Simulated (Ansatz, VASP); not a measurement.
AlN: VASP beside Ansatz

```
Al N
1.0
     3.18878    0.00000    0.00000
    -1.59439    2.76156    0.00000
     0.00000    0.00000    5.10245
Al N
2 2
Direct
  0.33333 0.66667 0.00000
  0.66667 0.33333 0.50000
  0.33333 0.66667 0.38500
  0.66667 0.33333 0.88500
```

Change from the starting cell: strain +0.025 along x and y, +0.025 along z, atoms carried along.

Alike in both runs: task single point; functional PBE; k mesh 9 × 9 × 6; occupations gaussian, width 0.05 eV; no spin polarisation.

```csv
,VASP,Ansatz
version,VASP 6.6.1,Ansatz 0.2.0
potentials or method,"VASP PAW PBE potentials, release 64 (Al, N), cutoff 520 eV","scalar-relativistic, plane waves, PAW"
valence electrons in the cell,16,16
```

|  | VASP | Ansatz | Ansatz less VASP |
| --- | --- | --- | --- |
| gap on the k mesh at the Fermi level (eV) | 3.53 | 3.52 | -0.008 |
| least direct gap on the mesh (eV) | 3.53 | 3.52 | -0.008 |
| pressure (GPa) | -9.6 | -9.4 | +0.26 |
| traceless stress, the component that is largest in VASP (GPa) | -0.09 | -0.13 | -0.037 |
| rms of the force components (eV/Å) | 0.102 | 0.101 | -0.0005 |

Atom by atom the forces differ by 0.000 eV/Å (rms over components).
